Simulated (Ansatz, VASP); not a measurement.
**Two plane-wave programs on BAs**

```
B As
1.0
     0.00000    2.52360    2.52360
     2.52360    0.00000    2.52360
     2.52360    2.52360    0.00000
B As
1 1
Cartesian
  0.0000 0.0000 0.0000
  1.2618 1.2618 1.2618
```

Alike in both runs: task single point; functional PBE; k mesh 6 × 6 × 6; occupations gaussian, width 0.05 eV; no spin polarisation.

|  | VASP | Ansatz |
| --- | --- | --- |
| version | VASP 6.6.1 | Ansatz 0.2.0 |
| potentials or method | VASP PAW PBE potentials, release 64 (B, As), cutoff 500 eV | scalar-relativistic, plane waves, PAW |
| valence electrons in the cell | 8 | 18 |

```csv
,VASP,Ansatz,Ansatz less VASP
gap on the k mesh at the Fermi level (eV),1.40,1.40,+0.005
least direct gap on the mesh (eV),2.71,2.70,-0.008
pressure (GPa),-13.8,-14.1,-0.28
```

VASP's potentials hold 8 valence electrons a cell and Ansatz's 18, so a difference there can come from the potentials and not from the codes.
